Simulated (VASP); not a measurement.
Wanted: the native input for a VASP 6.6.1 run.

* Task: single point
* Functional: RPBE
* Potentials or basis: VASP PAW PBE potentials, release 64 (K_sv)
* Cutoff: 520 eV
* k mesh: 9 × 9 × 9
* Occupations: fermi-dirac, width 0.1 eV
* Spin: no spin polarisation
* Dipole correction: no
* Further INCAR settings: ALGO = Normal; EDIFF = 1e-06; NBANDS = 10

The structure of K lies in POSCAR:

```
K
1.0
    0.0000000000      3.5679110722      3.5679110722
    3.5679110722      0.0000000000      3.5679110722
    3.5679110722      3.5679110722      0.0000000000
K
1
Direct
    0.0000000000      0.0000000000      0.0000000000
```

This cell differs from its parent crystal: volume scaled by 1.12.

These files were run (other wordings do the same):

INCAR

```
SYSTEM = K
  PREC = Accurate
  ENCUT = 520
  EDIFF = 1E-6
  ISMEAR = -1
  SIGMA = 0.1
  LREAL = .FALSE.
  LASPH = .TRUE.
  NELM = 100
  ALGO = Normal
  ISIF = 2
  LWAVE = .FALSE.
  LCHARG = .FALSE.
  GGA = RP
  NBANDS = 10
```

KPOINTS

```
regular mesh
0
G
  9 9 9
  0 0 0
```

Potentials or basis: VASP PAW PBE potentials, release 64 (K_sv).

Launch:

```console
$ cat potpaw_PBE.64/K_sv/POTCAR > POTCAR
$ mpirun -np 1 vasp_std > vasp.out
```

Results of the run:

```json
{
 "Pressure": "-0.3 GPa"
}
```

Caveat: the PAW data sets were made with another functional, which shifts forces and pressure a little.

It took 12 s on 1 thread of Intel(R) Xeon(R) 6975P-C (Granite Rapids), on a shared host, peak memory 0.23 GiB.
